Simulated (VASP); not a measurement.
# Li4F (I4/mmm) in VASP: further runs

The runs below take Li4F through single point, with PBE.

Program: VASP 6.6.1. These are calculated values, not measurements. Logs are shortened: lines on timing, memory, paths and dates and some standing lists are left out, and cuts for length are marked.

**1. The cell of the first run**

Symmetry: I4/mmm, No. 139, tetragonal system. The conventional cell has a = 3.827 Å, b = 3.827 Å, c = 7.236 Å, α = 90.00°, β = 90.00°, γ = 90.00°. Within 2.4 Å of Li (site symmetry 4mm) lie 1 F at 1.77 Å. Within 2.5 Å of Li (site symmetry mmm) lie 2 F at 1.91 Å. Within 2.4 Å of F (site symmetry 4/mmm) lie 6 Li at 1.77 to 1.91 Å.

**2. Single point, PBE, collinear spin, ferromagnetic start**

The input, INCAR:

```
  PREC = Accurate
  ENCUT = 520
  EDIFF = 1E-7
  ISMEAR = 0
  SIGMA = 0.1
  LREAL = F
  LASPH = T
  NELM = 150
  ALGO = Normal
  ISIF = 2
  LWAVE = F
  LCHARG = T
  ISPIN = 2
  MAGMOM = 0 0 0 0 1
  LORBIT = 11
  GGA = PE
  LELF = T
  LVHAR = T
  NBANDS = 22
```

The input, KPOINTS:

```
Automatic mesh
0
Gamma
  6 6 6
```

The input, POSCAR:

```
Li4F
1.0
   -1.9134330400      1.9134330400      3.6178163400
    1.9134330400     -1.9134330400      3.6178163400
    1.9134330400      1.9134330400     -3.6178163400
Li F
4 1
Direct
    0.2450000000      0.2450000000      0.0000000000
    0.7550000000      0.7550000000      0.0000000000
    0.5000000000      0.0000000000      0.5000000000
    0.0000000000      0.5000000000      0.5000000000
    0.0000000000      0.0000000000      0.0000000000
```

Potentials or basis: VASP PAW PBE potentials, release 64 (Li_sv, F).

Started as:

```console
$ cat potpaw_PBE.64/Li_sv/POTCAR potpaw_PBE.64/F/POTCAR > POTCAR
$ mpirun -np 1 vasp_std > vasp.out
```

OUTCAR:

```text
PREC = Accurate
   ENCUT = 520
   EDIFF = 1E-7
   ISMEAR = 0
   LREAL = F
   LASPH = T
   NELM = 150
   ISIF = 2
   ISPIN = 2
   LORBIT = 11
   GGA = PE

 ion  position               nearest neighbor table
   1  0.245  0.245  0.000-   5 1.77
   2  0.755  0.755  0.000-   5 1.77
   3  0.500  0.000  0.500-   5 1.91   5 1.91
   4  0.000  0.500  0.500-   5 1.91   5 1.91
   5  0.000  0.000  0.000-   1 1.77   2 1.77   3 1.91   4 1.91   4 1.91   3 1.91

  LATTYP: Found a body centered tetragonal cell.
 ALAT       =     3.8268660800
 C/A-ratio  =     1.8907462474

  Lattice vectors:

 A1 = (  -1.9134330400,   1.9134330400,   3.6178163400)
 A2 = (   1.9134330400,  -1.9134330400,   3.6178163400)
 A3 = (   1.9134330400,   1.9134330400,  -3.6178163400)

Analysis of symmetry for initial positions (statically):
=====================================================================
 Subroutine PRICEL returns:
 Original cell was already a primitive cell.

 Routine SETGRP: Setting up the symmetry group for a
 body centered tetragonal supercell.

 Subroutine GETGRP returns: Found 16 space group operations
 (whereof 16 operations were pure point group operations)
 out of a pool of 16 trial point group operations.

The static configuration has the point symmetry D_4h.

Analysis of symmetry for dynamics (positions and initial velocities):
=====================================================================
 Subroutine PRICEL returns:
 Original cell was already a primitive cell.

 Routine SETGRP: Setting up the symmetry group for a
 body centered tetragonal supercell.

 Subroutine GETGRP returns: Found 16 space group operations
 (whereof 16 operations were pure point group operations)
 out of a pool of 16 trial point group operations.

The dynamic configuration has the point symmetry D_4h.

Analysis of structural, dynamic, and magnetic symmetry:
=====================================================================
 Subroutine PRICEL returns:
 Original cell was already a primitive cell.

 Routine SETGRP: Setting up the symmetry group for a
 body centered tetragonal supercell.

 Subroutine GETGRP returns: Found 16 space group operations
 (whereof 16 operations were pure point group operations)
 out of a pool of 16 trial point group operations.

The overall configuration has the point symmetry D_4h.

 Subroutine INISYM returns: Found 16 space group operations
 (whereof 16 operations are pure point group operations),
 and found     1 'primitive' translations

----------------------------------------------------------------------------------------

                                     Primitive cell

  volume of cell :      52.9826

  direct lattice vectors                    reciprocal lattice vectors
    -1.913433040  1.913433040  3.617816340     0.000000000  0.261310425  0.138204915
     1.913433040 -1.913433040  3.617816340     0.261310425  0.000000000  0.138204915
     1.913433040  1.913433040 -3.617816340     0.261310425  0.261310425  0.000000000

  length of vectors
     4.517858682  4.517858682  4.517858682     0.295607403  0.295607403  0.369548746

  position of ions in fractional coordinates (direct lattice)
     0.245000000  0.245000000  0.000000000
     0.755000000  0.755000000  0.000000000
     0.500000000  0.000000000  0.500000000
     0.000000000  0.500000000  0.500000000
     0.000000000  0.000000000  0.000000000

  ion indices of the primitive-cell ions
   primitive index   ion index
                 1           1
                 2           2
                 3           3
                 4           4
                 5           5

----------------------------------------------------------------------------------------

 KPOINTS: Automatic mesh

Automatic generation of k-mesh.
 Grid dimensions read from file:
 generate k-points for:    6    6    6

 Generating k-lattice:

  Cartesian coordinates                     Fractional coordinates (reciprocal lattice)
     0.000000000  0.043551737  0.023034153     0.166666667  0.000000000 -0.000000000
     0.043551737  0.000000000  0.023034153     0.000000000  0.166666667 -0.000000000
     0.043551737  0.043551737  0.000000000     0.000000000  0.000000000  0.166666667

  Length of vectors
     0.049267900  0.049267900  0.061591458

  Shift w.r.t. Gamma in fractional coordinates (k-lattice)
     0.000000000  0.000000000  0.000000000

 Subroutine IBZKPT returns following result:
 ===========================================

 Found     30 irreducible k-points:

 Following reciprocal coordinates:
            Coordinates               Weight
  0.000000  0.000000  0.000000      1.000000
  0.166667  0.000000  0.000000      8.000000
  0.333333  0.000000 -0.000000      8.000000
  0.500000 -0.000000  0.000000      4.000000
  0.166667  0.166667  0.000000      8.000000
  0.333333  0.166667  0.000000     16.000000
[... 16 lines left out ...]
 -0.333333 -0.333333  0.166667      8.000000
 -0.166667 -0.333333  0.166667      8.000000
 [... further k-points ...]
   k-points           NKPTS =     30   k-points in BZ     NKDIM =     30   number of bands    NBANDS=     22
   number of dos      NEDOS =    301   number of ions     NIONS =      5
   total plane-waves  NPLWV =  46656
   dimension x,y,z NGX =    36 NGY =   36 NGZ =   36
   dimension x,y,z NGXF=    72 NGYF=   72 NGZF=   72
   ions per type =               4   1
   NGX,Y,Z   is equivalent  to a cutoff of  13.25, 13.25, 13.25 a.u.
   NGXF,Y,Z  is equivalent  to a cutoff of  26.49, 26.49, 26.49 a.u.
 SYSTEM =  unknown system
   PREC   = accura    normal or accurate (medium, high low for compatibility)
   ISTART =      0    job   : 0-new  1-cont  2-samecut
   ICHARG =      2    charge: 1-file 2-atom 10-const
   ISPIN  =      2    spin polarized calculation?
   LNONCOLLINEAR =      F non collinear calculations
   LSORBIT =      F    spin-orbit coupling
   LASPH  =      T    aspherical Exc in radial PAW
   ENCUT  =  520.0 eV  38.22 Ry    6.18 a.u.   8.40  8.40  8.40*2*pi/ulx,y,z
   NELM   =    150;   NELMIN=  2; NELMDL= -5     # of ELM steps
   EDIFF  = 0.1E-06   stopping-criterion for ELM
   LREAL  =      F    real-space projection
   EDIFFG = 0.1E-05   stopping-criterion for IOM
   NSW    =      0    number of steps for IOM
   IBRION =     -1    ionic relax: 0-MD 1-quasi-New 2-CG
   NFREE  =      0    steps in history (QN), initial steepest desc. (CG)
   ISIF   =      2    stress and relaxation
   ISYM   =      2    0-nonsym 1-usesym 2-fastsym
   POTIM  = 0.5000    time-step for ionic-motion
   TEBEG  =    0.0;   TEEND  =   0.0 temperature during run
   PSTRESS=    0.0 pullay stress
   NELECT =      19.0000    total number of electrons
   NUPDOWN=      -1.0000    fix difference up-down
   EMIN   =  10.00;   EMAX   =-10.00  energy-range for DOS
   EFERMI =   0.00;   METHOD = LEGACY
   ISMEAR =     0;   SIGMA  =   0.10  broadening in eV -4-tet -1-fermi 0-gaus
   EFERMI_NEDOS =   21; number of points for ismear=-14 and -15
   IALGO  =     38    algorithm
   IMIX   =      4    mixing-type and parameters
     AMIX     =   0.40;   BMIX     =  1.00
     AMIX_MAG =   1.60;   BMIX_MAG =  1.00
  volume/ion in A,a.u.               =      10.60        71.51
  Fermi-wavevector in a.u.,A,eV,Ry     =   1.163095  2.197930 18.405810  1.352789
  Thomas-Fermi vector in A             =   2.299648
   LORBIT       =     11    0 simple, 1 ext, 2 COOP (PROOUT), +10 PAW based schemes
   GGA     = PE    functional components
   LHFCALC =     F    Hartree Fock is set to
   AEXX    =    0.0000 exact exchange contribution
   IVDW    =     0    specifies the selected vdW correction
   LEPSILON=     F    determine dielectric tensor
   LRPA    =     F    only Hartree local field effects (RPA)
 spin polarized calculation
 Gauss-broadening in eV      SIGMA  =   0.10
  energy-cutoff  :      520.00
  volume of cell :       52.98
 maximum number of plane-waves:      1446
 NGX is ok and might be reduce to    36
   NGX = 17   NGY = 17   NGZ = 17

 number of electron      19.0000007 magnetization      -0.0004580

 number of electron      19.0000007 magnetization       0.0000531

 Free energy of the ion-electron system (eV)
  ---------------------------------------------------
  ext. energy  EPLUGINS =         0.00000000
  ---------------------------------------------------
  free energy    TOTEN  =       -13.63279639 eV

  energy without entropy =      -13.62631406  energy(sigma->0) =      -13.62955523

 E-fermi :   3.4138     XC(G=0):  -8.8986

 val. band max:        3.3821032787   @ k =   0.3333   0.3333  -0.0000
 cond. band min:       3.4495540693   @ k =   0.3333   0.3333   0.1667
 fundamental gap:      0.0674507907
 Fermi energy:         3.4138083569

 spin component 1

 k-point     1 :       0.0000    0.0000    0.0000
  band No.  band energies     occupation
      1     -43.0893      1.00000
      2     -43.0168      1.00000
      3     -42.6523      1.00000
      4     -42.6114      1.00000
      5     -22.8910      1.00000
      6      -4.7849      1.00000
[... 565 lines left out ...]
     20      17.6552      0.00000
     21      18.0626      0.00000

 [... further k-points ...]

 spin component 2

 k-point     1 :       0.0000    0.0000    0.0000
  band No.  band energies     occupation
      1     -43.0893      1.00000
      2     -43.0168      1.00000
      3     -42.6523      1.00000
      4     -42.6114      1.00000
      5     -22.8910      1.00000
      6      -4.7849      1.00000
[... 565 lines left out ...]
     20      17.6553      0.00000
     21      18.0626      0.00000

 [... further k-points ...]

 [bands above 21 left out]

------------------------ aborting loop because EDIFF is reached ----------------------------------------

  FORCE on cell =-STRESS in cart. coord.  units (eV):
  Direction    XX          YY          ZZ          XY          YZ          ZX
  --------------------------------------------------------------------------------------
  -------------------------------------------------------------------------------------
  Total        4.8131945      4.8131945      6.2203640      0.0000000      0.0000000      0.0000000
  in kB      145.5495789    145.5495789    188.1019680      0.0000000      0.0000000      0.0000000
  external PRESSURE =     159.7337086 kB  Pullay stress =       0.0000000 kB

 VOLUME and BASIS-vectors are now :
 -----------------------------------------------------------------------------
  energy-cutoff  :      520.00
  volume of cell :       52.98
      direct lattice vectors                 reciprocal lattice vectors
    -1.913433040  1.913433040  3.617816340     0.000000000  0.261310425  0.138204915
     1.913433040 -1.913433040  3.617816340     0.261310425  0.000000000  0.138204915
     1.913433040  1.913433040 -3.617816340     0.261310425  0.261310425  0.000000000

 POSITION                                       TOTAL-FORCE (eV/Angst)
 -----------------------------------------------------------------------------------
      0.00000      0.00000      1.77273        -0.000000     -0.000000     -0.335266
      0.00000      0.00000      5.46290         0.000000      0.000000      0.335266
      0.00000      1.91343      0.00000        -0.000000     -0.000000     -0.000000
      1.91343      0.00000      0.00000        -0.000000     -0.000000     -0.000000
      0.00000      0.00000      0.00000        -0.000000     -0.000000     -0.000000
 -----------------------------------------------------------------------------------
    total drift:                                0.000000      0.000000     -0.000000

  FREE ENERGIE OF THE ION-ELECTRON SYSTEM (eV)
  ---------------------------------------------------
  free  energy   TOTEN  =       -13.6327963915 eV

  energy  without entropy=      -13.6263140617  energy(sigma->0) =      -13.62955523

 total charge

# of ion       s       p       d       tot
------------------------------------------
    1        2.057   0.079   0.000   2.136
    2        2.057   0.079   0.000   2.136
    3        2.034   0.077   0.000   2.111
    4        2.034   0.077   0.000   2.111
    5        1.742   4.422   0.000   6.163
--------------------------------------------------
tot          9.922   4.735   0.000  14.657

 magnetization (x)

# of ion       s       p       d       tot
------------------------------------------
    1        0.000   0.000   0.000   0.000
    2        0.000   0.000   0.000   0.000
    3        0.000   0.000   0.000   0.000
    4        0.000   0.000   0.000   0.000
    5        0.000   0.000   0.000   0.000
--------------------------------------------------
tot          0.000   0.000   0.000   0.000
```

It took 48 s on 1 thread of Intel Xeon Platinum 8559C (Emerald Rapids), shared host; peak memory 0.24 GiB.

Results:

| Item | Value |
| --- | --- |
| Free energy | -13.6328 eV |
| Largest force | 0.335 eV/Å |
| Net moment | 0.00 μB per cell |
| Valence electrons inside the program's atomic spheres | Li 2.14, 2.11; F 6.16 |

Forces on the atoms (eV/Å):
```
Li   0.000  0.000 -0.335
Li   0.000  0.000  0.335
Li   0.000  0.000  0.000
Li   0.000  0.000  0.000
F    0.000  0.000  0.000
```

Levels at points of the mesh, in eV from the Fermi level:
Spin up:
```
           k point  band 5  band 6  band 7  band 8  band 9  band 10  band 11  band 12  band 13  band 14
(0.00, 0.00, 0.00)  -26.30   -8.20   -8.20   -8.19   -3.08     3.89     3.89     4.13     4.89     6.14
(0.50, 0.00, 0.00)  -26.35   -8.20   -8.17   -8.09   -1.01    -0.85     2.77     4.31     4.44     6.64
(0.50, 0.50, 0.00)  -26.40   -8.07   -8.06   -7.89   -0.91    -0.69     0.30     4.83     5.15     6.85
(0.50, 0.50, 0.50)  -26.31   -8.34   -8.29   -8.29   -1.34    -0.37     3.17     3.17     5.74    10.96
```
Spin down:
```
           k point  band 5  band 6  band 7  band 8  band 9  band 10  band 11  band 12  band 13  band 14
(0.00, 0.00, 0.00)  -26.30   -8.20   -8.20   -8.19   -3.08     3.89     3.89     4.13     4.89     6.14
(0.50, 0.00, 0.00)  -26.35   -8.20   -8.17   -8.09   -1.01    -0.85     2.77     4.31     4.44     6.64
(0.50, 0.50, 0.00)  -26.40   -8.07   -8.06   -7.89   -0.91    -0.69     0.30     4.83     5.15     6.85
(0.50, 0.50, 0.50)  -26.31   -8.34   -8.29   -8.29   -1.34    -0.37     3.17     3.17     5.74    10.96
```

Caveat: the k points lie up to 0.39 Å⁻¹ apart; the cutoff is under 1.25 times the usual one of these potentials, so pressure, stress and relaxed cells hold a basis-set (Pulay) error.

**3. Single point, PBE**

This run uses another cell than the first one, of 15.80 Å³/atom, 1.491 times its volume.

The input, INCAR:

```
ALGO = Normal ; EDIFF = 1E-6
ENCUT = 520 ; GGA = PE
ISIF = 2 ; ISMEAR = 0
LASPH = True ; LCHARG = True
LELF = True ; LREAL = False
LVHAR = True ; LWAVE = False
NBANDS = 18 ; NELM = 60
PREC = Accurate ; SIGMA = 0.1
```

The input, KPOINTS:

```
k-points
0
Gamma
  12 12 12
```

The input, POSCAR:

```
Li4F
1.0
   -2.0736032231      2.0736032231      4.5942207011
    2.0736032231     -2.0736032231      4.5942207011
    2.0736032231      2.0736032231     -4.5942207011
Li F
4 1
Direct
    0.2114049116      0.2114049116      0.0000000000
    0.7885950884      0.7885950884      0.0000000000
    0.5000000000      0.0000000000      0.5000000000
    0.0000000000      0.5000000000      0.5000000000
    0.0000000000      0.0000000000      0.0000000000
```

Potentials or basis: VASP PAW PBE potentials, release 64 (Li_sv, F).

Started as:

```console
$ cat potpaw_PBE.64/Li_sv/POTCAR potpaw_PBE.64/F/POTCAR > POTCAR
$ mpirun -np 1 vasp_std > vasp.out
```

Run time: 2.5 min. Hardware: 1 thread of Intel Xeon Platinum 8559C (Emerald Rapids), shared host; peak memory 0.37 GiB.

It converged, with:

```
Free energy   : -14.7544 eV
Largest force : 0.004 eV/Å
```

Forces in eV/Å, atoms in the order of the input:
```
Li   0.000  0.000  0.004
Li   0.000  0.000 -0.004
Li   0.000  0.000  0.000
Li   0.000  0.000  0.000
F    0.000  0.000  0.000
```

Levels at points of the mesh, in eV from the Fermi level:
| k point | band 6 | band 7 | band 8 | band 9 | band 10 | band 11 | band 12 | band 13 |
| --- | --- | --- | --- | --- | --- | --- | --- | --- |
| (0.00, 0.00, 0.00) | -7.52 | -7.45 | -7.45 | -2.87 | 2.08 | 3.73 | 3.73 | 4.49 |
| (0.50, 0.00, 0.00) | -7.47 | -7.42 | -7.41 | -0.97 | -0.77 | 2.34 | 2.52 | 4.60 |
| (0.50, 0.50, 0.00) | -7.41 | -7.34 | -7.30 | -0.30 | -0.08 | 0.35 | 2.99 | 3.80 |
| (0.50, 0.50, 0.50) | -7.56 | -7.47 | -7.47 | -1.75 | -0.80 | 3.21 | 3.21 | 5.10 |

Caveat: the cutoff is under 1.25 times the usual one of these potentials, so pressure, stress and relaxed cells hold a basis-set (Pulay) error; an odd number of electrons without spin polarisation forces a metal; a magnetic or distorted state may lie lower.
